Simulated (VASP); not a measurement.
Here is a VASP 6.6.1 calculation.

The input POSCAR:

```
Al16BN15
1.0
    6.2595139128      0.0000000578      0.0000000000
   -3.1297570064      5.4208980350      0.0000000000
    0.0000000000      0.0000000000     10.0348065929
Al N B
16 15 1
Direct
    0.3333333333      0.1666666667      0.2496176900
    0.1666666667      0.3333333333      0.4996176900
    0.3333333333      0.1666666667      0.7496176900
    0.1666666667      0.3333333333      0.9996176900
    0.3333333333      0.6666666667      0.2496176900
    0.1666666667      0.8333333333      0.4996176900
    0.3333333333      0.6666666667      0.7496176900
    0.1666666667      0.8333333333      0.9996176900
    0.8333333333      0.1666666667      0.2496176900
    0.6666666667      0.3333333333      0.4996176900
    0.8333333333      0.1666666667      0.7496176900
    0.6666666667      0.3333333333      0.9996176900
    0.8333333333      0.6666666667      0.2496176900
    0.6666666667      0.8333333333      0.4996176900
    0.8333333333      0.6666666667      0.7496176900
    0.6666666667      0.8333333333      0.9996176900
    0.3333333333      0.1666666667      0.4403823100
    0.1666666667      0.3333333333      0.1903823100
    0.3333333333      0.1666666667      0.9403823100
    0.1666666667      0.3333333333      0.6903823100
    0.3333333333      0.6666666667      0.4403823100
    0.1666666667      0.8333333333      0.1903823100
    0.3333333333      0.6666666667      0.9403823100
    0.1666666667      0.8333333333      0.6903823100
    0.8333333333      0.1666666667      0.4403823100
    0.6666666667      0.3333333333      0.1903823100
    0.8333333333      0.1666666667      0.9403823100
    0.6666666667      0.3333333333      0.6903823100
    0.6666666667      0.8333333333      0.1903823100
    0.8333333333      0.6666666667      0.9403823100
    0.6666666667      0.8333333333      0.6903823100
    0.8333333333      0.6666666667      0.4403823100
```

The input INCAR.step1:

```
PREC = Accurate
ENCUT = 520
EDIFF = 1E-5
ISMEAR = -1
SIGMA = 0.01
LREAL = Auto
LASPH = T
NELM = 120
ALGO = Normal
ISIF = 2
LWAVE = T
NBANDS = 85
GGA = PE
NELECT = 128.0
GGA_COMPAT = F
ISYM = -1
```

Contents of INCAR.step2:

```
PREC = Accurate
ENCUT = 520
EDIFF = 1E-6
ISMEAR = -1
SIGMA = 0.01
LREAL = Auto
LASPH = T
NELM = 120
ALGO = Normal
ISIF = 2
LWAVE = F
LCHARG = T
GGA = PE
LHFCALC = T
AEXX = 0.25
PRECFOCK = Fast
LELF = T
LVHAR = T
NBANDS = 85
ISTART = 1
NELECT = 128.0
GGA_COMPAT = F
ISYM = -1
```

KPOINTS

```
explicit points
1
Reciprocal
  0.25000000   0.25000000   0.25000000 1
```

Potentials or basis: VASP PAW PBE potentials, release 64 (Al, N, B).

The run is started by

```bash
$ cat potpaw_PBE.64/Al/POTCAR potpaw_PBE.64/N/POTCAR potpaw_PBE.64/B/POTCAR > POTCAR
$ cp INCAR.step1 INCAR
$ mpirun -np 1 vasp_std > vasp.out
$ cp INCAR.step2 INCAR
$ mpirun -np 1 vasp_std > vasp.out
```

Q: Predict the largest force.

A: 2.495 eV/Å.

Forces on the atoms (eV/Å):
```
Al   0.035 -0.021  1.548
Al   0.270 -0.155 -0.780
Al   0.255 -0.143 -0.598
Al   0.108 -0.057  0.502
Al  -0.097  0.292  1.417
Al  -0.224 -0.271 -0.590
Al  -0.129  0.514 -0.559
Al   0.246 -0.030  0.679
Al  -0.304 -0.052  1.420
Al   0.126  0.329 -0.589
Al  -0.509 -0.144 -0.563
Al   0.148 -0.194  0.679
Al  -0.151  0.080  1.358
Al   0.424 -0.246 -0.610
Al  -0.128  0.081 -2.033
Al  -0.010  0.009  0.698
N   -0.137  0.081 -0.097
N    0.177 -0.098 -0.976
N   -0.373  0.209 -0.152
N    0.172 -0.112  0.702
N   -0.183  0.314 -0.062
N    0.879  0.213 -2.326
N   -0.171 -0.158 -0.176
N    0.984  0.291  1.980
N   -0.363  0.003 -0.066
N    0.252 -0.843 -2.317
N    0.041  0.222 -0.157
N    0.233 -1.019  1.987
N   -0.545  0.294 -2.270
N   -0.201  0.113 -0.154
N   -0.651  0.395  1.931
B   -0.176  0.104  0.174
```

Caveat: the cell carries a net charge on a neutralising background, which shifts energy and pressure; the PAW data sets were made with another functional, which shifts forces and pressure a little.
